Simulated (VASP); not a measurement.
Crystal: BN.

```
N B
1.0
     2.53112    0.00000    0.00000
    -1.26556    2.19201    0.00000
     0.00000    0.00000    6.72302
N B
2 2
Direct
  0.66667 0.33333 0.25000
  0.33333 0.66667 0.75000
  0.66667 0.33333 0.75000
  0.33333 0.66667 0.25000
```

Base run:

```yaml
Program: VASP 6.6.1
Functional: r2SCAN
Potentials_or_basis: VASP PAW PBE potentials, release 64 (N, B)
Cutoff: 520 eV
k_mesh: 12 × 12 × 4
Occupations: fermi-dirac, width 0.05 eV
Spin: no spin polarisation
```

Its results: band gap on the k mesh 4.83 eV (least direct gap 5.26 eV); pressure -7.8 GPa.

Question: The run is repeated on the same cell with these changes: functional from r2SCAN to BLYP; dispersion from none to D4. What comes out?

Answer: Band gap on the k mesh 4.31 eV (least direct gap 4.62 eV); pressure -7.1 GPa.

Several settings changed at once.

Caveats: the cell stands under tension; the PAW data sets were made with another functional, which shifts forces and pressure a little.

A k mesh can miss the band edges.
